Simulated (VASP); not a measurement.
# Mg2C: single point with PBE

The system is Mg2C.

```
CELL_PARAMETERS angstrom
3.17504 0.00000 0.00000
0.00000 3.45047 0.00000
0.00000 0.00000 4.29341
ATOMIC_POSITIONS crystal
Mg 0.50000 0.00000 0.00000
Mg 0.00000 0.50000 0.50000
C 0.50000 0.00000 0.50000
```

```json
{"Program": "VASP 6.6.1", "Task": "single point", "Functional": "PBE", "Potentials or basis": "VASP PAW PBE potentials, release 64 (Mg, C)", "Cutoff": "520 eV", "k mesh": "6 × 6 × 4", "Occupations": "gaussian, width 0.1 eV", "Spin": "no spin polarisation", "Dipole correction": "no", "Further INCAR settings": "ALGO = Normal; EDIFF = 1e-07; NBANDS = 11"}
```

```yaml
Pressure: -0.2 GPa
Band_gap_on_the_k_mesh: zero (bands 4 and 5 overlap by 1.56 eV)
```

Stress tensor (GPa, compression positive):
```
-0.39  0.00  0.00
 0.00 -0.14  0.00
 0.00  0.00 -0.15
```

Levels at points of the mesh, in eV from the Fermi level:
| k point | band 1 | band 2 | band 3 | band 4 | band 5 | band 6 | band 7 | band 8 |
| --- | --- | --- | --- | --- | --- | --- | --- | --- |
| (0.00, 0.00, 0.00) | -10.97 | -2.79 | -2.25 | -0.51 | 0.57 | 4.88 | 6.82 | 7.00 |
| (0.50, 0.00, 0.00) | -9.50 | -4.82 | -1.55 | 0.13 | 1.63 | 1.74 | 3.94 | 7.93 |
| (0.00, 0.50, 0.00) | -9.89 | -5.09 | -1.88 | 0.85 | 1.16 | 1.60 | 3.50 | 9.10 |
| (0.50, 0.50, 0.00) | -8.76 | -3.44 | -3.19 | -0.85 | 0.46 | 4.15 | 4.47 | 6.20 |
| (0.00, 0.00, 0.50) | -10.50 | -5.78 | -0.34 | 0.66 | 1.90 | 3.43 | 6.56 | 7.36 |
| (0.50, 0.00, 0.50) | -9.19 | -3.96 | -3.27 | -1.40 | 0.19 | 4.27 | 6.43 | 7.28 |
| (0.00, 0.50, 0.50) | -9.56 | -4.16 | -3.79 | -1.78 | 0.89 | 4.15 | 7.21 | 7.59 |
| (0.50, 0.50, 0.50) | -8.54 | -2.94 | -2.71 | -1.87 | 1.20 | 1.51 | 1.86 | 3.34 |

Run time: 35 s on 1 thread of Intel Xeon 8259CL, with other jobs on the host, peak memory 0.17 GiB.

Caveat: the k points lie up to 0.37 Å⁻¹ apart, too coarse for converged energies and pressures of a metal.
